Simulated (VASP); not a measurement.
Input of a VASP 6.6.1 run:

INCAR

```
SYSTEM = Ta
PREC     = Accurate       ! precision mode
ENCUT    = 500            ! plane-wave cutoff, eV
EDIFF    = 1E-6           ! SCF threshold, eV
ISMEAR   = 0              ! smearing method
SIGMA    = 0.1            ! smearing width, eV
LREAL    = .False.        ! projectors in reciprocal space
LASPH    = .True.         ! aspherical terms in the spheres
NELM     = 120            ! most SCF steps
ALGO     = Normal         ! electronic algorithm
ISIF     = 2              ! what is computed and relaxed
LWAVE    = .False.        ! write WAVECAR
LCHARG   = .False.        ! write CHGCAR
GGA      = PS             ! functional
NBANDS   = 12             ! bands
GGA_COMPAT= .False.
```

The input KPOINTS:

```
Automatic mesh
0
Gamma
  8 8 8
  0 0 0
```

File POSCAR:

```
Ta
1.0
   -1.6549986157      1.6549986157      1.6549986157
    1.6549986157     -1.6549986157      1.6549986157
    1.6549986157      1.6549986157     -1.6549986157
Ta
1
Direct
    0.0000000000      0.0000000000      0.0000000000
```

Potentials or basis: VASP PAW PBE potentials, release 64 (Ta_pv).

Launch:

```bash
$ cat potpaw_PBE.64/Ta_pv/POTCAR > POTCAR
$ mpirun -np 1 vasp_std > vasp.out
```

Task: Estimate the pressure.

Result: -7.0 GPa.

Caveat: the PAW data sets were made with another functional, which shifts forces and pressure a little.
